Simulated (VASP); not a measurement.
# BeAl3 (I4/mmm) in VASP: further runs

The runs below take BeAl3 through single point, with PBE.

Everything below comes from runs of VASP 6.6.1. Logs are shortened: lines on timing, memory, paths and dates and some standing lists are left out, and cuts for length are marked.

### Step 1. The cell of the first run

The structure is tetragonal, space group I4/mmm (No. 139). Conventional cell: a = 3.919 Å, b = 3.919 Å, c = 7.772 Å, α = 90.00°, β = 90.00°, γ = 90.00°. Be (site symmetry 4/mmm) has 12 Al at 2.76 to 2.77 Å within 3.6 Å. Within 3.6 Å of Al (site symmetry -4m2) lie 4 Be at 2.76 Å and 8 Al at 2.76 to 2.77 Å. Within 3.6 Å of Al (site symmetry 4/mmm) lie 8 Al at 2.76 Å and 4 Be at 2.77 Å.

### Step 2. Single point, PBE

Input file INCAR:

```
SYSTEM = BeAl3
PREC     = Accurate       ! precision mode
ENCUT    = 520            ! plane-wave cutoff, eV
EDIFF    = 1E-7           ! SCF threshold, eV
ISMEAR   = 1              ! smearing method
SIGMA    = 0.1            ! smearing width, eV
LREAL    = .FALSE.        ! projectors in reciprocal space
LASPH    = .TRUE.         ! aspherical terms in the spheres
NELM     = 80             ! most SCF steps
ALGO     = Normal         ! electronic algorithm
ISIF     = 2              ! what is computed and relaxed
LWAVE    = .FALSE.        ! write WAVECAR
LCHARG   = .TRUE.         ! write CHGCAR
GGA      = PE             ! functional
LELF     = .TRUE.         ! ELF
LVHAR    = .TRUE.       
NBANDS   = 14             ! bands
```

Input file KPOINTS:

```
Automatic mesh
0
G
  8 8 8
  0 0 0
```

Input file POSCAR:

```
BeAl3
1.0
   -1.9593036967      1.9593036967      3.8858321320
    1.9593036967     -1.9593036967      3.8858321320
    1.9593036967      1.9593036967     -3.8858321320
Be Al
1 3
Direct
    0.0000000000      0.0000000000      0.0000000000
    0.7500000000      0.2500000000      0.5000000000
    0.2500000000      0.7500000000      0.5000000000
    0.5000000000      0.5000000000      0.0000000000
```

Potentials or basis: VASP PAW PBE potentials, release 64 (Be, Al).

Started as:

```bash
cat potpaw_PBE.64/Be/POTCAR potpaw_PBE.64/Al/POTCAR > POTCAR
mpirun -np 1 vasp_std > vasp.out
```

OUTCAR:

```text
SYSTEM = BeAl3
   PREC = Accurate
   ENCUT = 520
   EDIFF = 1E-7
   ISMEAR = 1
   LREAL = .FALSE.
   LASPH = .TRUE.
   NELM = 80
   ISIF = 2
   GGA = PE

 ion  position               nearest neighbor table
   1  0.000  0.000  0.000-   2 2.76   3 2.76   2 2.76   3 2.76   2 2.76   3 2.76   2 2.76   3 2.76
                             4 2.77   4 2.77   4 2.77   4 2.77
   2  0.750  0.250  0.500-   4 2.76   1 2.76   4 2.76   1 2.76   1 2.76   4 2.76   1 2.76   4 2.76
                             3 2.77   3 2.77   3 2.77   3 2.77
   3  0.250  0.750  0.500-   1 2.76   4 2.76   1 2.76   4 2.76   1 2.76   4 2.76   1 2.76   4 2.76
                             2 2.77   2 2.77   2 2.77   2 2.77
   4  0.500  0.500  0.000-   3 2.76   2 2.76   3 2.76   2 2.76   2 2.76   3 2.76   2 2.76   3 2.76
                             1 2.77   1 2.77   1 2.77   1 2.77

  LATTYP: Found a body centered tetragonal cell.
 ALAT       =     3.9186073934
 C/A-ratio  =     1.9832719851

  Lattice vectors:

 A1 = (  -1.9593036967,   1.9593036967,   3.8858321320)
 A2 = (   1.9593036967,  -1.9593036967,   3.8858321320)
 A3 = (   1.9593036967,   1.9593036967,  -3.8858321320)

Analysis of symmetry for initial positions (statically):
=====================================================================
 Subroutine PRICEL returns:
 Original cell was already a primitive cell.

 Routine SETGRP: Setting up the symmetry group for a
 body centered tetragonal supercell.

 Subroutine GETGRP returns: Found 16 space group operations
 (whereof 16 operations were pure point group operations)
 out of a pool of 16 trial point group operations.

The static configuration has the point symmetry D_4h.

Analysis of symmetry for dynamics (positions and initial velocities):
=====================================================================
 Subroutine PRICEL returns:
 Original cell was already a primitive cell.

 Routine SETGRP: Setting up the symmetry group for a
 body centered tetragonal supercell.

 Subroutine GETGRP returns: Found 16 space group operations
 (whereof 16 operations were pure point group operations)
 out of a pool of 16 trial point group operations.

The dynamic configuration has the point symmetry D_4h.

 Subroutine INISYM returns: Found 16 space group operations
 (whereof 16 operations are pure point group operations),
 and found     1 'primitive' translations

----------------------------------------------------------------------------------------

                                     Primitive cell

  volume of cell :      59.6688

  direct lattice vectors                    reciprocal lattice vectors
    -1.959303697  1.959303697  3.885832132     0.000000000  0.255192700  0.128672568
     1.959303697 -1.959303697  3.885832132     0.255192700  0.000000000  0.128672568
     1.959303697  1.959303697 -3.885832132     0.255192700  0.255192700  0.000000000

  length of vectors
     4.772570933  4.772570933  4.772570933     0.285797033  0.285797033  0.360896977

  position of ions in fractional coordinates (direct lattice)
     0.000000000  0.000000000  0.000000000
     0.750000000  0.250000000  0.500000000
     0.250000000  0.750000000  0.500000000
     0.500000000  0.500000000  0.000000000

  ion indices of the primitive-cell ions
   primitive index   ion index
                 1           1
                 2           2
                 3           3
                 4           4

----------------------------------------------------------------------------------------

 KPOINTS: Automatic mesh

Automatic generation of k-mesh.
 Grid dimensions read from file:
 generate k-points for:    8    8    8

 Generating k-lattice:

  Cartesian coordinates                     Fractional coordinates (reciprocal lattice)
     0.000000000  0.031899087  0.016084071     0.125000000 -0.000000000  0.000000000
     0.031899087  0.000000000  0.016084071    -0.000000000  0.125000000  0.000000000
     0.031899087  0.031899087  0.000000000     0.000000000  0.000000000  0.125000000

  Length of vectors
     0.035724629  0.035724629  0.045112122

  Shift w.r.t. Gamma in fractional coordinates (k-lattice)
     0.000000000  0.000000000  0.000000000

 Subroutine IBZKPT returns following result:
 ===========================================

 Found     59 irreducible k-points:

 Following reciprocal coordinates:
            Coordinates               Weight
  0.000000  0.000000  0.000000      1.000000
  0.125000 -0.000000  0.000000      8.000000
  0.250000 -0.000000  0.000000      8.000000
  0.375000 -0.000000  0.000000      8.000000
  0.500000 -0.000000  0.000000      4.000000
  0.125000  0.125000  0.000000      8.000000
[... 16 lines left out ...]
  0.250000  0.125000  0.125000     16.000000
  0.375000  0.125000  0.125000      8.000000
 [... further k-points ...]
   k-points           NKPTS =     59   k-points in BZ     NKDIM =     59   number of bands    NBANDS=     14
   number of dos      NEDOS =    301   number of ions     NIONS =      4
   total plane-waves  NPLWV =  46656
   dimension x,y,z NGX =    36 NGY =   36 NGZ =   36
   dimension x,y,z NGXF=    72 NGYF=   72 NGZF=   72
   ions per type =               1   3
   NGX,Y,Z   is equivalent  to a cutoff of  12.54, 12.54, 12.54 a.u.
   NGXF,Y,Z  is equivalent  to a cutoff of  25.08, 25.08, 25.08 a.u.
 SYSTEM =  BeAl3
   PREC   = accura    normal or accurate (medium, high low for compatibility)
   ISTART =      0    job   : 0-new  1-cont  2-samecut
   ICHARG =      2    charge: 1-file 2-atom 10-const
   ISPIN  =      1    spin polarized calculation?
   LNONCOLLINEAR =      F non collinear calculations
   LSORBIT =      F    spin-orbit coupling
   LASPH  =      T    aspherical Exc in radial PAW
   ENCUT  =  520.0 eV  38.22 Ry    6.18 a.u.   8.87  8.87  8.87*2*pi/ulx,y,z
   NELM   =     80;   NELMIN=  2; NELMDL= -5     # of ELM steps
   EDIFF  = 0.1E-06   stopping-criterion for ELM
   LREAL  =      F    real-space projection
   EDIFFG = 0.1E-05   stopping-criterion for IOM
   NSW    =      0    number of steps for IOM
   IBRION =     -1    ionic relax: 0-MD 1-quasi-New 2-CG
   NFREE  =      0    steps in history (QN), initial steepest desc. (CG)
   ISIF   =      2    stress and relaxation
   ISYM   =      2    0-nonsym 1-usesym 2-fastsym
   POTIM  = 0.5000    time-step for ionic-motion
   TEBEG  =    0.0;   TEEND  =   0.0 temperature during run
   PSTRESS=    0.0 pullay stress
   NELECT =      11.0000    total number of electrons
   NUPDOWN=      -1.0000    fix difference up-down
   EMIN   =  10.00;   EMAX   =-10.00  energy-range for DOS
   EFERMI =   0.00;   METHOD = LEGACY
   ISMEAR =     1;   SIGMA  =   0.10  broadening in eV -4-tet -1-fermi 0-gaus
   EFERMI_NEDOS =   21; number of points for ismear=-14 and -15
   IALGO  =     38    algorithm
   IMIX   =      4    mixing-type and parameters
     AMIX     =   0.40;   BMIX     =  1.00
     AMIX_MAG =   1.60;   BMIX_MAG =  1.00
  volume/ion in A,a.u.               =      14.92       100.67
  Fermi-wavevector in a.u.,A,eV,Ry     =   0.931730  1.760714 11.811490  0.868120
  Thomas-Fermi vector in A             =   2.058253
   LORBIT       =      0    0 simple, 1 ext, 2 COOP (PROOUT), +10 PAW based schemes
   GGA     = PE    functional components
   LHFCALC =     F    Hartree Fock is set to
   AEXX    =    0.0000 exact exchange contribution
   IVDW    =     0    specifies the selected vdW correction
   LEPSILON=     F    determine dielectric tensor
   LRPA    =     F    only Hartree local field effects (RPA)
 non-spin polarized calculation
 Methfessel and Paxton  Order N= 1 SIGMA  =   0.10
  energy-cutoff  :      520.00
  volume of cell :       59.67
 maximum number of plane-waves:      1626
   NGX = 17   NGY = 17   NGZ = 17

 number of electron      11.0000000 magnetization

 Free energy of the ion-electron system (eV)
  ---------------------------------------------------
  ext. energy  EPLUGINS =         0.00000000
  ---------------------------------------------------
  free energy    TOTEN  =       -14.38048046 eV

  energy without entropy =      -14.38012130  energy(sigma->0) =      -14.38036074

 E-fermi :   7.4429     XC(G=0): -10.1281

 val. band max:        7.4265721286   @ k =  -0.3750   0.3750   0.0000
 cond. band min:       7.4492841389   @ k =  -0.2500   0.3750   0.1250
 fundamental gap:      0.0227120103
 Fermi energy:         7.4429241360

 k-point     1 :       0.0000    0.0000    0.0000
  band No.  band energies     occupation
      1      -3.4841      2.00000
      2       4.9294      2.00000
      3       6.8886      2.00000
      4       7.0443      2.00000
      5       7.0443      2.00000
      6       7.1024      2.00002
      7       7.1024      2.00002
      8       7.7812     -0.00002
      9       8.6207     -0.00000
     10       9.5778      0.00000
     11      10.1480      0.00000
     12      13.5164      0.00000
     13      13.5164      0.00000
     14      13.8730      0.00000

 k-point     2 :       0.1250   -0.0000    0.0000
  band No.  band energies     occupation
      1      -3.3024      2.00000
      2       4.5615      2.00000
      3       5.1732      2.00000
      4       6.2530      2.00000
      5       6.6816      2.00000
      6       7.5803     -0.06535
      7       7.8114     -0.00000
      8       8.4585     -0.00000
      9       9.3903     -0.00000
     10      10.5842      0.00000
     11      11.3134      0.00000
     12      11.6588      0.00000
     13      12.9398      0.00000
     14      15.9979      0.00000
[... 343 lines left out ...]
      1      -1.2884      2.00000
      2       1.6015      2.00000
      3       3.7428      2.00000
      4       4.4185      2.00000
      5       5.1207      2.00000
      6       5.7149      2.00000
      7       7.3098      2.06790
      8      10.9545      0.00000
      9      11.6624      0.00000
     10      12.9180      0.00000
     11      14.2858      0.00000
     12      14.9630      0.00000
     13      15.6839      0.00000
     14      16.0544      0.00000

 k-point    24 :       0.3750    0.1250    0.1250
  band No.  band energies     occupation
      1      -0.2594      2.00000
      2       0.2350      2.00000
      3       4.1637      2.00000
      4       4.2434      2.00000
      5       4.6908      2.00000
      6       5.2462      2.00000
      7       8.9574     -0.00000
      8       9.1178     -0.00000
      9      12.9715      0.00000
     10      13.5447      0.00000
     11      13.8531      0.00000
     12      14.1555      0.00000
     13      16.7264      0.00000
     14      16.8322      0.00000

 [... further k-points ...]

------------------------ aborting loop because EDIFF is reached ----------------------------------------

  FORCE on cell =-STRESS in cart. coord.  units (eV):
  Direction    XX          YY          ZZ          XY          YZ          ZX
  --------------------------------------------------------------------------------------
  -------------------------------------------------------------------------------------
  Total       -0.4947937     -0.4947937     -0.7169224      0.0000000     -0.0000000      0.0000000
  in kB      -13.2857831    -13.2857831    -19.2501981      0.0000000     -0.0000000      0.0000000
  external PRESSURE =     -15.2739215 kB  Pullay stress =       0.0000000 kB

 VOLUME and BASIS-vectors are now :
 -----------------------------------------------------------------------------
  energy-cutoff  :      520.00
  volume of cell :       59.67
      direct lattice vectors                 reciprocal lattice vectors
    -1.959303697  1.959303697  3.885832132     0.000000000  0.255192700  0.128672568
     1.959303697 -1.959303697  3.885832132     0.255192700  0.000000000  0.128672568
     1.959303697  1.959303697 -3.885832132     0.255192700  0.255192700  0.000000000

 POSITION                                       TOTAL-FORCE (eV/Angst)
 -----------------------------------------------------------------------------------
      0.00000      0.00000      0.00000        -0.000000     -0.000000     -0.000000
      0.00000      1.95930      1.94292        -0.000000      0.000000      0.000000
      1.95930      0.00000      1.94292         0.000000      0.000000      0.000000
      0.00000      0.00000      3.88583        -0.000000     -0.000000     -0.000000
 -----------------------------------------------------------------------------------
    total drift:                               -0.000000     -0.000000     -0.000000

  FREE ENERGIE OF THE ION-ELECTRON SYSTEM (eV)
  ---------------------------------------------------
  free  energy   TOTEN  =       -14.3804804601 eV

  energy  without entropy=      -14.3801212955  energy(sigma->0) =      -14.38036074
```

It took 43 s on 1 thread of Intel Xeon Platinum 8488C (Sapphire Rapids), shared host; peak memory 0.21 GiB.

What came out:

```yaml
Free_energy: -14.3805 eV
Pressure: -1.5 GPa
Band_gap_on_the_k_mesh: zero (an odd number of electrons rules out a gap without spin polarisation)
```

Levels at points of the mesh, in eV from the Fermi level:
```tsv
k point	band 2	band 3	band 4	band 5	band 6	band 7	band 8	band 9
(0.00, 0.00, 0.00)	-2.51	-0.55	-0.40	-0.40	-0.34	-0.34	0.34	1.18
(0.50, 0.00, 0.00)	-7.75	-3.50	-3.32	0.04	0.28	1.67	2.45	4.17
(0.50, 0.50, 0.00)	-6.27	-4.52	-4.21	-3.92	-3.12	1.62	2.29	3.52
(0.50, 0.50, 0.50)	-8.20	-2.63	-2.63	-0.74	-0.71	5.64	6.07	6.07
```

(Part 1 of 2 ends here.)
